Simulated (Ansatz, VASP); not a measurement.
HC12: VASP beside Ansatz

File INCAR:

```
SYSTEM = HC12
ALGO = Normal ; DIPOL = 0.5 0.5 0.288
EDIFF = 1E-6 ; ENCUT = 520
GGA = PE ; IDIPOL = 3
ISIF = 2 ; ISMEAR = 0
LASPH = .True. ; LCHARG = .False.
LDIPOL = .True. ; LREAL = Auto
LWAVE = .False. ; NBANDS = 68
NELM = 60 ; PREC = Accurate
SIGMA = 0.05
```

File KPOINTS:

```
k-points
0
Gamma
  5 5 1
  0 0 0
```

File POSCAR:

```
HC12
1.0
    5.0509324483      0.0000000000      0.0000000000
    0.0000000000      5.0509324483      0.0000000000
    0.0000000000      0.0000000000     22.3754933530
C H
24 2
Direct
    0.0000000000      0.2500000000      0.1787670080
    0.0000000000      0.7500000000      0.1787670080
    0.5000000000      0.2500000000      0.1787670080
    0.5000000000      0.7500000000      0.1787670080
    0.0000000000      0.0000000000      0.2186716990
    0.0000000000      0.5000000000      0.2186716990
    0.5000000000      0.0000000000      0.2186716990
    0.5000000000      0.5000000000      0.2186716990
    0.2500000000      0.0000000000      0.2585763899
    0.2500000000      0.5000000000      0.2585763899
    0.7500000000      0.0000000000      0.2585763899
    0.7500000000      0.5000000000      0.2585763899
    0.2500000000      0.2500000000      0.2976014419
    0.2500000000      0.7500000000      0.2976014419
    0.7500000000      0.2500000000      0.2976014419
    0.7500000000      0.7500000000      0.2976014419
    0.0000000000      0.2500000000      0.3394883053
    0.0000000000      0.7500000000      0.3394883053
    0.5000000000      0.2500000000      0.3394883053
    0.5000000000      0.7500000000      0.3394883053
    0.0000000000      0.0000000000      0.3743154719
    0.0000000000      0.5000000000      0.3743154719
    0.5000000000      0.0000000000      0.3743154719
    0.5000000000      0.5000000000      0.3743154719
    0.8520075238      0.3750000000      0.4087281209
    1.1479924762      0.3750000000      0.4087281209
```

Input for Ansatz:

```yaml
crystal:
  lattice:
    - [5.0509324483, 0.0, 0.0]
    - [0.0, 5.0509324483, 0.0]
    - [0.0, 0.0, 22.375493353]
  atoms:
    - { symbol: C, position: [0.0, 0.25, 0.178767008] }
    - { symbol: C, position: [0.0, 0.75, 0.178767008] }
    - { symbol: C, position: [0.5, 0.25, 0.178767008] }
    - { symbol: C, position: [0.5, 0.75, 0.178767008] }
    - { symbol: C, position: [0.0, 0.0, 0.218671699] }
    - { symbol: C, position: [0.0, 0.5, 0.218671699] }
    - { symbol: C, position: [0.5, 0.0, 0.218671699] }
    - { symbol: C, position: [0.5, 0.5, 0.218671699] }
    - { symbol: C, position: [0.25, 0.0, 0.2585763899] }
    - { symbol: C, position: [0.25, 0.5, 0.2585763899] }
    - { symbol: C, position: [0.75, 0.0, 0.2585763899] }
    - { symbol: C, position: [0.75, 0.5, 0.2585763899] }
    - { symbol: C, position: [0.25, 0.25, 0.2976014419] }
    - { symbol: C, position: [0.25, 0.75, 0.2976014419] }
    - { symbol: C, position: [0.75, 0.25, 0.2976014419] }
    - { symbol: C, position: [0.75, 0.75, 0.2976014419] }
    - { symbol: C, position: [0.0, 0.25, 0.3394883053] }
    - { symbol: C, position: [0.0, 0.75, 0.3394883053] }
    - { symbol: C, position: [0.5, 0.25, 0.3394883053] }
    - { symbol: C, position: [0.5, 0.75, 0.3394883053] }
    - { symbol: C, position: [0.0, 0.0, 0.3743154719] }
    - { symbol: C, position: [0.0, 0.5, 0.3743154719] }
    - { symbol: C, position: [0.5, 0.0, 0.3743154719] }
    - { symbol: C, position: [0.5, 0.5, 0.3743154719] }
    - { symbol: H, position: [0.8520075238, 0.375, 0.4087281209] }
    - { symbol: H, position: [1.1479924762, 0.375, 0.4087281209] }
basis:
  ecutwfc: 420
kpoints:
  mp_grid: { grid: [5, 5, 1] }
hamiltonian:
  xc: pbe
  pseudopotentials: { kind: paw, azcp: { folder: soft_1 } }
scf:
  occupations: { method: gaussian, width: 0.05 }
output:
  forces: true
  eigenvalues: true
efield:
  axis: 3
  dipole_correction: true
  ramp_width: 0.04
```

Alike in both runs: task single point; functional PBE; k mesh 5 × 5 × 1; occupations gaussian, width 0.05 eV; no spin polarisation.

|  | VASP | Ansatz |
| --- | --- | --- |
| version | VASP 6.6.1 | Ansatz 0.2.0 |
| potentials or method | VASP PAW PBE potentials, release 64 (C, H), cutoff 520 eV | scalar-relativistic, plane waves, PAW |
| valence electrons in the cell | 98 | 98 |

VASP gave:

- gap on the k mesh at the Fermi level (eV): none
- rms of the force components (eV/Å): 1.222

**Question.** Which values does Ansatz return?

**Answer.** gap on the k mesh at the Fermi level (eV): none; rms of the force components (eV/Å): 1.225.

Atom by atom the forces differ by 0.012 eV/Å (rms over components). A gap of «none» marks a metal or a gap that the smearing closes.
